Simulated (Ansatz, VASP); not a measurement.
One calculation of H3C2N, two programs

```
C N H
1.0
     8.78762    0.00000    0.00000
     0.00000    8.78762    0.00000
     0.00000    0.00000    8.78762
C N H
12 6 18
Direct
  0.27259 0.26085 0.45961
  0.13331 0.30261 0.53664
  0.06273 0.86059 0.52322
  0.11188 0.90263 0.67460
  0.73536 0.39822 0.34275
  0.71126 0.41918 0.18156
  0.90519 0.78034 0.08826
  0.00601 0.67422 0.16303
  0.42026 0.72870 0.03367
  0.47405 0.73601 0.18906
  0.04676 0.27938 0.96612
  0.01926 0.19561 0.10477
  0.02208 0.33447 0.59857
  0.15156 0.93554 0.79552
  0.69126 0.43840 0.05311
  0.08605 0.58900 0.22360
  0.51947 0.74153 0.31216
  0.99787 0.12779 0.21528
  0.32504 0.36201 0.41008
  0.35136 0.20803 0.53996
  0.24600 0.18068 0.36870
  0.02369 0.96074 0.46101
  0.15647 0.80822 0.46104
  0.97025 0.77821 0.53049
  0.67422 0.48652 0.40486
  0.69495 0.28626 0.37761
  0.85616 0.40531 0.36936
  0.87743 0.87337 0.16553
  0.96182 0.82801 0.98852
  0.80137 0.72093 0.05431
  0.44306 0.83566 0.97502
  0.47852 0.63601 0.97518
  0.29789 0.70854 0.03220
  0.07823 0.39616 0.99434
  0.13796 0.22426 0.90207
  0.94474 0.28122 0.89516
```

Alike in both runs: functional r2SCAN; dispersion D3(BJ); k mesh 1 × 1 × 1; occupations fermi-dirac, width 0.02 eV; no spin polarisation.

Ansatz relaxed the structure, and its values are those at the end. VASP's run is a single point on that final structure, the one shown.

```csv
,VASP,Ansatz
version,VASP 6.6.1,Ansatz 0.2.0
potentials or method,"VASP PAW PBE potentials, release 64 (C, N, H), cutoff 520 eV","scalar-relativistic, plane waves, PAW"
valence electrons in the cell,96,96
```

```tsv
	VASP	Ansatz	Ansatz less VASP
rms of the force components (eV/Å)	0.192	0.046	-0.1461
```

VASP's potentials were made for PBE, not for r2SCAN. One of these differences is far larger than is usual between the two programs; its cause wasn't traced. Ansatz's warnings: dispersion damping borrowed.

Noted on VASP's run: the standard files for N, O and F lose accuracy on very short bonds.
